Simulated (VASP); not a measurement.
# BN (P6_3mc) in VASP: single point with PBE

Aim: the single point of BN with PBE.

Everything below comes from runs of VASP 6.6.1. Logs are shortened: lines on timing, memory, paths and dates and some standing lists are left out, and cuts for length are marked.

### Step 1. The cell of the first run

The structure is hexagonal, space group P6_3mc (No. 186). The conventional cell has a = 2.554 Å, b = 2.554 Å, c = 4.227 Å, α = 90.00°, β = 90.00°, γ = 120.00°. B (site symmetry 3m) has 4 N at 1.57 to 1.58 Å within 2.1 Å. N (site symmetry 3m) has 4 B at 1.57 to 1.58 Å within 2.1 Å.

### Step 2. Single point, PBE

INCAR

```
ALGO = Normal
EDIFF = 1E-6
ENCUT = 520
GGA = PE
ISIF = 2
ISMEAR = 0
LASPH = T
LCHARG = F
LREAL = F
LWAVE = F
NBANDS = 16
NELM = 80
PREC = Accurate
SIGMA = 0.05
```

KPOINTS

```
k-points
0
Gamma
  15 15 8
```

POSCAR

```
BN
1.0
    2.5539396017      0.0000000000      0.0000000000
   -1.2769698009      2.2117765748      0.0000000000
    0.0000000000      0.0000000000      4.2268550000
B N
2 2
Direct
    0.6666666700      0.3333333300      0.9997240000
    0.3333333300      0.6666666700      0.4997240000
    0.6666666700      0.3333333300      0.6252760000
    0.3333333300      0.6666666700      0.1252760000
```

Potentials or basis: VASP PAW PBE potentials, release 64 (B, N).

The run is started by

```console
$ cat potpaw_PBE.64/B/POTCAR potpaw_PBE.64/N/POTCAR > POTCAR
$ mpirun -np 1 vasp_std > vasp.out
```

OUTCAR:

```text
EDIFF = 1E-6
   ENCUT = 520
   GGA = PE
   ISIF = 2
   ISMEAR = 0
   LASPH = T
   LREAL = F
   NELM = 80
   PREC = Accurate

 ion  position               nearest neighbor table
   1  0.667  0.333  1.000-   4 1.57   4 1.57   4 1.57   3 1.58
   2  0.333  0.667  0.500-   3 1.57   3 1.57   3 1.57   4 1.58
   3  0.667  0.333  0.625-   2 1.57   2 1.57   2 1.57   1 1.58
   4  0.333  0.667  0.125-   1 1.57   1 1.57   1 1.57   2 1.58

  LATTYP: Found a hexagonal cell.
 ALAT       =     2.5539396017
 C/A-ratio  =     1.6550332659

  Lattice vectors:

 A1 = (   2.5539396017,   0.0000000000,   0.0000000000)
 A2 = (  -1.2769698009,   2.2117765748,   0.0000000000)
 A3 = (   0.0000000000,   0.0000000000,   4.2268550000)

Analysis of symmetry for initial positions (statically):
=====================================================================
 Subroutine PRICEL returns:
 Original cell was already a primitive cell.

 Routine SETGRP: Setting up the symmetry group for a
 hexagonal supercell.

 Subroutine GETGRP returns: Found 12 space group operations
 (whereof  6 operations were pure point group operations)
 out of a pool of 24 trial point group operations.

The static configuration has the point symmetry C_3v.
 The point group associated with its full space group is C_6v.

Analysis of symmetry for dynamics (positions and initial velocities):
=====================================================================
 Subroutine PRICEL returns:
 Original cell was already a primitive cell.

 Routine SETGRP: Setting up the symmetry group for a
 hexagonal supercell.

 Subroutine GETGRP returns: Found 12 space group operations
 (whereof  6 operations were pure point group operations)
 out of a pool of 24 trial point group operations.

The dynamic configuration has the point symmetry C_3v.
 The point group associated with its full space group is C_6v.

 Subroutine INISYM returns: Found 12 space group operations
 (whereof  6 operations are pure point group operations),
 and found     1 'primitive' translations

----------------------------------------------------------------------------------------

                                     Primitive cell

  volume of cell :      23.8764

  direct lattice vectors                    reciprocal lattice vectors
[... 86 lines left out ...]
   LNONCOLLINEAR =      F non collinear calculations
   LSORBIT =      F    spin-orbit coupling
   LASPH  =      T    aspherical Exc in radial PAW
   ENCUT  =  520.0 eV  38.22 Ry    6.18 a.u.   4.75  4.75  7.86*2*pi/ulx,y,z
   NELM   =     80;   NELMIN=  2; NELMDL= -5     # of ELM steps
   EDIFF  = 0.1E-05   stopping-criterion for ELM
   LREAL  =      F    real-space projection
   EDIFFG = 0.1E-04   stopping-criterion for IOM
   NSW    =      0    number of steps for IOM
   IBRION =     -1    ionic relax: 0-MD 1-quasi-New 2-CG
   NFREE  =      0    steps in history (QN), initial steepest desc. (CG)
   ISIF   =      2    stress and relaxation
   ISYM   =      2    0-nonsym 1-usesym 2-fastsym
   POTIM  = 0.5000    time-step for ionic-motion
   TEBEG  =    0.0;   TEEND  =   0.0 temperature during run
   PSTRESS=    0.0 pullay stress
   NELECT =      16.0000    total number of electrons
   NUPDOWN=      -1.0000    fix difference up-down
   EMIN   =  10.00;   EMAX   =-10.00  energy-range for DOS
   EFERMI =   0.00;   METHOD = LEGACY
   ISMEAR =     0;   SIGMA  =   0.05  broadening in eV -4-tet -1-fermi 0-gaus
   EFERMI_NEDOS =   21; number of points for ismear=-14 and -15
   IALGO  =     38    algorithm
   IMIX   =      4    mixing-type and parameters
     AMIX     =   0.40;   BMIX     =  1.00
     AMIX_MAG =   1.60;   BMIX_MAG =  1.00
  volume/ion in A,a.u.               =       5.97        40.28
  Fermi-wavevector in a.u.,A,eV,Ry     =   1.432600  2.707222 27.923836  2.052344
  Thomas-Fermi vector in A             =   2.552210
   LORBIT       =      0    0 simple, 1 ext, 2 COOP (PROOUT), +10 PAW based schemes
   GGA     = PE    functional components
   LHFCALC =     F    Hartree Fock is set to
   AEXX    =    0.0000 exact exchange contribution
   IVDW    =     0    specifies the selected vdW correction
   LEPSILON=     F    determine dielectric tensor
   LRPA    =     F    only Hartree local field effects (RPA)
 non-spin polarized calculation
 Gauss-broadening in eV      SIGMA  =   0.05
  energy-cutoff  :      520.00
  volume of cell :       23.88
 maximum number of plane-waves:       658
 NGX is ok and might be reduce to    20
   NGX =  9   NGY =  9   NGZ = 15

 number of electron      16.0000000 magnetization

 Free energy of the ion-electron system (eV)
  ---------------------------------------------------
  ext. energy  EPLUGINS =         0.00000000
  ---------------------------------------------------
  free energy    TOTEN  =       -34.83271555 eV

  energy without entropy =      -34.83271555  energy(sigma->0) =      -34.83271555

 E-fermi :   7.7549     XC(G=0): -12.7611

 val. band max:        7.4320241173   @ k =   0.0000   0.0000   0.0000
 cond. band min:      12.6286967655   @ k =   0.3333   0.3333   0.0000
 fundamental gap:      5.1966726482
 Fermi energy:         7.7548749907

 k-point     1 :       0.0000    0.0000    0.0000
  band No.  band energies     occupation
      1     -12.8569      2.00000
      2      -8.7569      2.00000
      3      -3.3940      2.00000
      4       5.3332      2.00000
      5       5.3332      2.00000
      6       7.1566      2.00000
[... 433 lines left out ...]
      3      -1.6759      2.00000
      4       0.1388      2.00000
      5       0.6201      2.00000
      6       1.1206      2.00000
[... 8 lines left out ...]
     15      23.0007      0.00000
     16      24.0609      0.00000

 [... further k-points ...]
[... 5 lines left out ...]
  --------------------------------------------------------------------------------------
  -------------------------------------------------------------------------------------
  Total        0.0674225      0.0674225     -0.0482758     -0.0000000      0.0000000      0.0000000
  in kB        4.5242442      4.5242442     -3.2394499     -0.0000000      0.0000000      0.0000000
  external PRESSURE =       1.9363462 kB  Pullay stress =       0.0000000 kB

 VOLUME and BASIS-vectors are now :
 -----------------------------------------------------------------------------
  energy-cutoff  :      520.00
  volume of cell :       23.88
      direct lattice vectors                 reciprocal lattice vectors
     2.553939602  0.000000000  0.000000000     0.391551938  0.226062617  0.000000000
    -1.276969801  2.211776575  0.000000000     0.000000000  0.452125233  0.000000000
     0.000000000  0.000000000  4.226855000     0.000000000  0.000000000  0.236582518

 POSITION                                       TOTAL-FORCE (eV/Angst)
 -----------------------------------------------------------------------------------
      1.27697      0.73726      4.22569         0.000000      0.000000      0.014146
     -0.00000      1.47452      2.11226         0.000000     -0.000000      0.014146
      1.27697      0.73726      2.64295        -0.000000      0.000000     -0.014146
     -0.00000      1.47452      0.52952        -0.000000     -0.000000     -0.014146
 -----------------------------------------------------------------------------------
    total drift:                                0.000001     -0.000000      0.000397

  FREE ENERGIE OF THE ION-ELECTRON SYSTEM (eV)
  ---------------------------------------------------
  free  energy   TOTEN  =       -34.8327155496 eV

  energy  without entropy=      -34.8327155496  energy(sigma->0) =      -34.83271555
```

It took 25 s on 1 thread of Intel Xeon 6975P-C (Granite Rapids), shared host; peak memory 0.15 GiB.

What came out:

```yaml
Free_energy: -34.8327 eV
Pressure: 0.2 GPa
Largest_force: 0.014 eV/Å
Band_gap_on_the_k_mesh: 5.20 eV, indirect (least direct gap 8.23 eV)
```

Forces on the atoms (eV/Å):
```
B    0.000  0.000  0.014
B    0.000  0.000  0.014
N    0.000  0.000 -0.014
N    0.000  0.000 -0.014
```
